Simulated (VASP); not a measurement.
A run of VASP 6.6.1:

INCAR

```
SYSTEM = HoMoN2
ALGO = Normal ; EDIFF = 1E-6
ENCUT = 600 ; GGA = PE
GGA_COMPAT = .FALSE. ; ISIF = 2
ISMEAR = 0 ; ISPIN = 2
LASPH = .TRUE. ; LCHARG = .TRUE.
LELF = .TRUE. ; LMAXMIX = 6
LORBIT = 11 ; LREAL = .FALSE.
LVHAR = .TRUE. ; LWAVE = .FALSE.
MAGMOM = 0 1 0 0 ; NBANDS = 28
NELM = 200 ; PREC = Accurate
SIGMA = 0.15
```

Contents of KPOINTS:

```
k-points
0
G
  5 5 5
  0 0 0
```

Contents of POSCAR:

```
HoMoN2
1.0
   -2.1840989038      2.1840989038      4.1004489974
    2.1840989038     -2.1840989038      4.1004489974
    2.1840989038      2.1840989038     -4.1004489974
Ho Mo N
1 1 2
Direct
    0.0000000000      0.0000000000      0.0000000000
    0.5000000000      0.5000000000      0.0000000000
    0.2760347039      0.2760347039      0.0000000000
    0.7239652961      0.7239652961      0.0000000000
```

Potentials or basis: VASP PAW PBE potentials, release 64 (Ho_3, Mo_sv, N), 4f in core.

Launch:

```bash
$ cat potpaw_PBE.64/Ho_3/POTCAR potpaw_PBE.64/Mo_sv/POTCAR potpaw_PBE.64/N/POTCAR > POTCAR
$ mpirun -np 1 vasp_std > vasp.out
```

Hardware: 1 thread of AMD EPYC 7R43 64-Core Processor (Zen 3), with other jobs on the host.

Problem. Estimate the wall time of this run.

Solution. Run time: 4.6 min on 1 thread of AMD EPYC 7R43 64-Core Processor (Zen 3), on a shared host, peak memory 0.34 GiB. Counts: scf iterations 22, k points 18.
